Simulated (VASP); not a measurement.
Here is a VASP 6.6.1 calculation.

File POSCAR:

```
BaS
1.0
    0.0000000000      3.2119099239      3.2119099239
    3.2119099239      0.0000000000      3.2119099239
    3.2119099239      3.2119099239      0.0000000000
Ba S
1 1
Direct
    0.0000000000      0.0000000000      0.0000000000
    0.5000000000      0.5000000000      0.5000000000
```

File INCAR.step1:

```
ALGO = Normal
EDIFF = 1E-8
ENCUT = 500
ISMEAR = 0
LASPH = T
LCHARG = F
LMIXTAU = T
LREAL = F
LWAVE = T
METAGGA = R2SCAN
NELM = 100
PREC = Accurate
SIGMA = 0.01
```

File INCAR.step2:

```
ALGO = Exact
EDIFF = 1E-8
ENCUT = 500
ISMEAR = 0
ISTART = 1
LASPH = T
LCHARG = F
LMIXTAU = T
LOPTICS = T
LREAL = F
LWAVE = T
METAGGA = R2SCAN
NBANDS = 257
NELM = 1
PREC = Accurate
SIGMA = 0.01
```

Contents of INCAR.step3:

```
ALGO = EVGW0
EDIFF = 1E-8
ENCUT = 500
ENCUTGW = 140.0
ISMEAR = 0
ISTART = 1
LASPH = T
LCHARG = F
LMIXTAU = T
LREAL = F
LWAVE = F
METAGGA = R2SCAN
NBANDS = 257
NBANDSGW = 16
NELMGW = 1
NOMEGA = 48
PREC = Accurate
PRECFOCK = Fast
SIGMA = 0.01
```

The input KPOINTS:

```
k-points
0
Gamma
  4 4 4
```

Potentials or basis: VASP PAW PBE potentials, release 64 (Ba_sv_GW, S_GW).

Run with:

```sh
$ cat potpaw_PBE.64/Ba_sv_GW/POTCAR potpaw_PBE.64/S_GW/POTCAR > POTCAR
$ cp INCAR.step1 INCAR
$ mpirun -np 1 vasp_std > vasp.out
$ cp INCAR.step2 INCAR
$ mpirun -np 1 vasp_std > vasp.out
$ cp INCAR.step3 INCAR
$ mpirun -np 1 vasp_std > vasp.out
```

Problem. Predict the quasiparticle gap.

Solution. 3.72 eV.

Problem. What does it give for the least direct quasiparticle gap?

Solution. 3.87 eV.

Problem. Predict the band gap on the k mesh, mean-field level.

Solution. 2.58 eV, indirect (least direct gap 2.69 eV).

Caveat: the k points lie up to 0.42 Å⁻¹ apart; bands, screening cutoff and mesh are small and nothing is extrapolated, so the quasiparticle values aren't converged; spin-orbit coupling is left out, which moves the levels of the heavy elements. A k mesh can miss the band edges.
